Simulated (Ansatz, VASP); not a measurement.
Ge: VASP beside Ansatz

The input INCAR:

```
SYSTEM = Ge
  PREC = Accurate
  ENCUT = 600
  EDIFF = 1E-6
  ISMEAR = 0
  SIGMA = 0.1
  LREAL = .False.
  LASPH = .True.
  NELM = 100
  ALGO = Normal
  ISIF = 3
  LWAVE = .False.
  LCHARG = .False.
  GGA = PE
  IBRION = 2
  NSW = 100
  EDIFFG = -0.01
```

File KPOINTS:

```
Automatic mesh
0
Gamma
  8 8 8
  0 0 0
```

The input POSCAR:

```
Ge
1.0
    0.0000000000      3.9442847900      3.9442847900
    3.9442847900      0.0000000000      3.9442847900
    3.9442847900      3.9442847900      0.0000000000
Ge
6
Direct
    0.6250000000      0.6250000000      0.1250000000
    0.2500000000      0.2500000000      0.2500000000
    0.6250000000      0.6250000000      0.6250000000
    0.1250000000      0.6250000000      0.6250000000
    0.6250000000      0.1250000000      0.6250000000
    0.0000000000      0.0000000000      0.0000000000
```

Input for Ansatz:

```yaml
crystal:
  lattice:
    - [0.0, 3.94428479, 3.94428479]
    - [3.94428479, 0.0, 3.94428479]
    - [3.94428479, 3.94428479, 0.0]
  atoms:
    - { symbol: Ge, position: [0.625, 0.625, 0.125] }
    - { symbol: Ge, position: [0.25, 0.25, 0.25] }
    - { symbol: Ge, position: [0.625, 0.625, 0.625] }
    - { symbol: Ge, position: [0.125, 0.625, 0.625] }
    - { symbol: Ge, position: [0.625, 0.125, 0.625] }
    - { symbol: Ge, position: [0.0, 0.0, 0.0] }
basis:
  ecutwfc: 420
kpoints:
  mp_grid: { grid: [8, 8, 8] }
hamiltonian:
  xc: pbe
scf:
  occupations: { method: gaussian, width: 0.1 }
output:
  forces: true
  stress: true
  eigenvalues: true
  write_density: true
  write_potential: true
  elf: true
  volumetric_format: npy
relax:
  adjacent_minimum: "off"
  f_tol: 0.01
  max_steps: 80
  cell: { stress_tol: 0.05 }
```

Alike in both runs: task relaxation of cell and atoms; functional PBE; k mesh 8 × 8 × 8; occupations gaussian, width 0.1 eV; no spin polarisation.

|  | VASP | Ansatz |
| --- | --- | --- |
| version | VASP 6.6.1 | Ansatz 0.2.0 |
| potentials or method | VASP PAW PBE potentials, release 64 (Ge_d), cutoff 600 eV | scalar-relativistic, plane waves, PAW |
| valence electrons in the cell | 84 | 84 |

```csv
,VASP,Ansatz,Ansatz less VASP
"gap on the k mesh at the Fermi level, each at its own relaxed structure (eV)",none,none,-
relaxed volume (Å³/atom),20.23,20.24,+0.002
relaxed cell length with the largest relative difference (Å),5.558,5.558,+0.0002
```

A gap of «none» marks a metal or a gap that the smearing closes.
